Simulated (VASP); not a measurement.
# HfS2 (P-3m1) in VASP: vibrations by perturbation theory with PBE

Aim: the vibrations by perturbation theory of HfS2 with PBE.

Program: VASP 6.6.1. These are calculated values, not measurements. Logs are shortened: lines on timing, memory, paths and dates and some standing lists are left out, and cuts for length are marked.

## Step 1: The cell of the first run

It takes space group P-3m1 (No. 164, trigonal). Conventional cell: a = 3.640 Å, b = 3.640 Å, c = 6.056 Å, α = 90.00°, β = 90.00°, γ = 120.00°. Within 3.4 Å of Hf (site symmetry -3m) lie 6 S at 2.54 Å. Within 3.4 Å of S (site symmetry 3m) lie 3 Hf at 2.54 Å.

## Step 2: Vibrations by perturbation theory, PBE

Contents of INCAR:

```
  PREC = Accurate
  ENCUT = 500
  EDIFF = 1E-8
  ISMEAR = 0
  SIGMA = 0.01
  LREAL = F
  LASPH = T
  NELM = 120
  ALGO = Normal
  ISIF = 2
  LWAVE = F
  LCHARG = T
  GGA = PE
  NBANDS = 18
  IBRION = 8
  NSW = 1
  GGA_COMPAT = F
```

Contents of KPOINTS:

```
Automatic mesh
0
Gamma
  6 6 4
```

Contents of POSCAR:

```
HfS2
1.0
    3.6396640000      0.0000000000      0.0000000000
   -1.8198320000      3.1520420000      0.0000000000
    0.0000000000      0.0000000000      6.0555620000
Hf S
1 2
Direct
    0.0000000000      0.0000000000      0.0000000000
    0.6666666667      0.3333333333      0.7639520000
    0.3333333333      0.6666666667      0.2360480000
```

Potentials or basis: VASP PAW PBE potentials, release 64 (Hf_pv, S).

Launch:

```sh
cat potpaw_PBE.64/Hf_pv/POTCAR potpaw_PBE.64/S/POTCAR > POTCAR
mpirun -np 1 vasp_std > vasp.out
```

OUTCAR:

```text
PREC = Accurate
   ENCUT = 500
   EDIFF = 1E-8
   ISMEAR = 0
   LREAL = F
   LASPH = T
   NELM = 120
   ISIF = 2
   GGA = PE
   IBRION = 8
   NSW = 1

 ion  position               nearest neighbor table
   1  0.000  0.000  0.000-   2 2.54   3 2.54   2 2.54   3 2.54   2 2.54   3 2.54
   2  0.667  0.333  0.764-   1 2.54   1 2.54   1 2.54
   3  0.333  0.667  0.236-   1 2.54   1 2.54   1 2.54

  LATTYP: Found a hexagonal cell.
 ALAT       =     3.6396640000
 C/A-ratio  =     1.6637695128

  Lattice vectors:

 A1 = (   3.6396640000,   0.0000000000,   0.0000000000)
 A2 = (  -1.8198320000,   3.1520420000,   0.0000000000)
 A3 = (   0.0000000000,   0.0000000000,   6.0555620000)

Analysis of symmetry for initial positions (statically):
=====================================================================
 Subroutine PRICEL returns:
 Original cell was already a primitive cell.

 Routine SETGRP: Setting up the symmetry group for a
 hexagonal supercell.

 Subroutine GETGRP returns: Found 12 space group operations
 (whereof 12 operations were pure point group operations)
 out of a pool of 24 trial point group operations.

The static configuration has the point symmetry D_3d.

Analysis of symmetry for dynamics (positions and initial velocities):
=====================================================================
 Subroutine PRICEL returns:
 Original cell was already a primitive cell.

 Routine SETGRP: Setting up the symmetry group for a
 hexagonal supercell.

 Subroutine GETGRP returns: Found 12 space group operations
 (whereof 12 operations were pure point group operations)
 out of a pool of 24 trial point group operations.

The dynamic configuration has the point symmetry D_3d.

 Subroutine INISYM returns: Found 12 space group operations
 (whereof 12 operations are pure point group operations),
 and found     1 'primitive' translations

----------------------------------------------------------------------------------------

                                     Primitive cell

  volume of cell :      69.4717

  direct lattice vectors                    reciprocal lattice vectors
     3.639664000  0.000000000  0.000000000     0.274750636  0.158627328  0.000000000
    -1.819832000  3.152042000  0.000000000     0.000000000  0.317254656  0.000000000
     0.000000000  0.000000000  6.055562000     0.000000000  0.000000000  0.165137439

  length of vectors
     3.639664000  3.639664446  6.055562000     0.317254695  0.317254656  0.165137439

  position of ions in fractional coordinates (direct lattice)
     0.000000000  0.000000000  0.000000000
     0.666666667  0.333333333  0.763952000
     0.333333333  0.666666667  0.236048000

  ion indices of the primitive-cell ions
   primitive index   ion index
                 1           1
                 2           2
                 3           3

----------------------------------------------------------------------------------------

 KPOINTS: Automatic mesh

Automatic generation of k-mesh.
 Grid dimensions read from file:
 generate k-points for:    6    6    4

 Generating k-lattice:

  Cartesian coordinates                     Fractional coordinates (reciprocal lattice)
[... 90 lines left out ...]
 non-spin polarized calculation
 Gauss-broadening in eV      SIGMA  =   0.01
  energy-cutoff  :      500.00
  volume of cell :       69.47
 maximum number of plane-waves:      1798
 NGX is ok and might be reduce to    28
   NGX = 13   NGY = 13   NGZ = 23

--------------------------------------- Ionic step        1  -------------------------------------------

 number of electron      21.9999999 magnetization

 Free energy of the ion-electron system (eV)
  ---------------------------------------------------
  ext. energy  EPLUGINS =         0.00000000
  ---------------------------------------------------
  free energy    TOTEN  =       -22.90088904 eV

  energy without entropy =      -22.90088904  energy(sigma->0) =      -22.90088904

 E-fermi :   2.9104     XC(G=0):  -9.4157

 val. band max:        2.8291609766   @ k =   0.0000   0.0000   0.0000
 cond. band min:       4.0567774353   @ k =   0.5000   0.0000   0.5000
 fundamental gap:      1.2276164587
 Fermi energy:         2.9104041609

 k-point     1 :       0.0000    0.0000    0.0000
  band No.  band energies     occupation
      1     -27.8286      2.00000
      2     -27.7111      2.00000
      3     -27.7111      2.00000
      4     -10.1081      2.00000
      5      -8.4597      2.00000
      6      -1.6712      2.00000
[... 493 lines left out ...]
     17      11.2639      0.00000
     18      11.5735      0.00000

------------------------ aborting loop because EDIFF is reached ----------------------------------------

  FORCE on cell =-STRESS in cart. coord.  units (eV):
  Direction    XX          YY          ZZ          XY          YZ          ZX
  --------------------------------------------------------------------------------------
  -------------------------------------------------------------------------------------
  Total        0.4688765      0.4688766      0.8209625      0.0000000     -0.0000000     -0.0000000
  in kB       10.8133751     10.8133786     18.9332921      0.0000000     -0.0000000     -0.0000000
  external PRESSURE =      13.5200153 kB  Pullay stress =       0.0000000 kB

 VOLUME and BASIS-vectors are now :
 -----------------------------------------------------------------------------
  energy-cutoff  :      500.00
  volume of cell :       69.47
      direct lattice vectors                 reciprocal lattice vectors
     3.639664000  0.000000000  0.000000000     0.274750636  0.158627328  0.000000000
    -1.819832000  3.152042000  0.000000000     0.000000000  0.317254656  0.000000000
     0.000000000  0.000000000  6.055562000     0.000000000  0.000000000  0.165137439

 POSITION                                       TOTAL-FORCE (eV/Angst)
 -----------------------------------------------------------------------------------
      0.00000      0.00000      0.00000         0.000000      0.000000      0.000000
      1.81983      1.05068      4.62616         0.000000     -0.000000     -0.142778
     -0.00000      2.10136      1.42940        -0.000000      0.000000      0.142778
 -----------------------------------------------------------------------------------
    total drift:                                0.000000     -0.000000      0.000000

  FREE ENERGIE OF THE ION-ELECTRON SYSTEM (eV)
  ---------------------------------------------------
  free  energy   TOTEN  =       -22.9008890364 eV

  energy  without entropy=      -22.9008890364  energy(sigma->0) =      -22.90088904

[... ionic steps 2 to 3 ...]

--------------------------------------- Ionic step        4  -------------------------------------------

------------------------ aborting loop because EDIFF is reached ----------------------------------------
[... 11 lines left out ...]
[... ionic steps 8 to 8 ...]

--------------------------------------- Ionic step        9  -------------------------------------------

 Free energy of the ion-electron system (eV)
  ---------------------------------------------------
  ---------------------------------------------------
  free energy    TOTEN  =        -0.12574576 eV

  energy without entropy =       -0.12574576

------------------------ aborting loop because EDIFF is reached ----------------------------------------

 INTERNAL STRAIN TENSOR  FOR ION    2  DIRECTION 3   (eV/Angst):
 -----------------------------------------------------------------------------
    10.26950  0.00000 -0.00000
     0.00000 10.26951 -0.00000
     0.00000 -0.00000 16.28669

 INTERNAL STRAIN TENSOR FOR ION    3 for displacements in x,y,z  (eV/Angst):
          X           Y           Z          XY          YZ          ZX
  --------------------------------------------------------------------------------
  x     0.00000     0.00000     0.00000     3.72113    -0.00000   -10.46879
  y     3.72113    -3.72113     0.00000     0.00000   -11.41193     0.00000
  z   -10.26950   -10.26951   -16.28669     0.00000     0.00000     0.00000

 SECOND DERIVATIVES (NOT SYMMETRIZED)
 ------------------------------------
               1X          1Y          1Z          2X          2Y          2Z          3X          3Y          3Z
  1X    -3.648681    0.000000    0.000000    1.824341    0.000000    0.000000    1.824341    0.000000    0.000000
  1Y     0.000000   -3.648683    0.000000    0.000000    1.824341    0.000000    0.000000    1.824341    0.000000
  1Z     0.000000    0.000000  -15.813144    0.000000    0.000000    7.906572    0.000000    0.000000    7.906572
  2X     1.835268    0.000000    0.000000   -4.864706    0.000000    0.000000    3.029438    0.000000    0.000000
  2Y     0.000000    1.835269    0.000000    0.000000   -4.864708    0.000000    0.000000    3.029439    0.000000
  2Z     0.000000   -0.000000    7.909541    0.000000   -0.000000  -10.079440    0.000000    0.000000    2.169899
  3X     1.835268    0.000000    0.000000    3.029438    0.000000    0.000000   -4.864706    0.000000    0.000000
  3Y     0.000000    1.835269    0.000000    0.000000    3.029439    0.000000    0.000000   -4.864708    0.000000
  3Z     0.000000   -0.000000    7.909541    0.000000    0.000000    2.169899    0.000000   -0.000000  -10.079440

 Eigenvectors and eigenvalues of the dynamical matrix
 ----------------------------------------------------

   1 f  =    9.662392 THz    60.710598 2PiTHz  322.302698 cm-1    39.960424 meV
             X         Y         Z           dx          dy          dz
      0.000000  0.000000  0.000000     0.000000   -0.000000    0.000000
      1.819832  1.050681  4.626159     0.000000    0.000000   -0.707107
     -0.000000  2.101361  1.429403    -0.000000    0.000000    0.707107
[... 43 lines left out ...]
   9 f/i=    0.005729 THz     0.035996 2PiTHz    0.191097 cm-1     0.023693 meV
             X         Y         Z           dx          dy          dz
      0.000000  0.000000  0.000000    -0.000066    0.858388   -0.000000
      1.819832  1.050681  4.626159    -0.000028    0.362747   -0.000000
     -0.000000  2.101361  1.429403    -0.000028    0.362747   -0.000000

--------------------------------------------------------------------------------------------------------

 ELASTIC MODULI CONTR FROM IONIC RELAXATION (kBar)
 Direction    XX          YY          ZZ          XY          YZ          ZX
 --------------------------------------------------------------------------------
 XX        -478.0227   -316.2123   -629.7997     -0.0000    248.1197      0.0000
 YY        -316.2123   -478.0230   -629.7999      0.0000   -248.1198     -0.0000
 ZZ        -629.7997   -629.7999   -998.8168     -0.0000      0.0000      0.0000
 XY          -0.0000      0.0000     -0.0000    -80.9053      0.0000    227.6140
 YZ         248.1197   -248.1198      0.0000      0.0000   -760.9321     -0.0000
 ZX           0.0000     -0.0000      0.0000    227.6140     -0.0000   -640.3553
 --------------------------------------------------------------------------------
```

Wall time 29 min (1 thread of Intel Xeon 8259CL, shared host); peak memory 0.4 GiB.

Results:

| Item | Value |
| --- | --- |
| Highest phonon frequency at Γ, LO-TO splitting left out | 322 cm⁻¹ |

Phonon frequencies in cm⁻¹ (negative: imaginary):
```
              q point                    frequencies
(0.000, 0.000, 0.000)  0 0 0 145 145 259 259 302 322
```

Caveat: the cell stands under pressure or tension, which shifts response properties; spin-orbit coupling is left out, which moves the levels of the heavy elements; this functional lacks dispersion, which binds the layers, so the pressure and a relaxed spacing across them are unreliable.
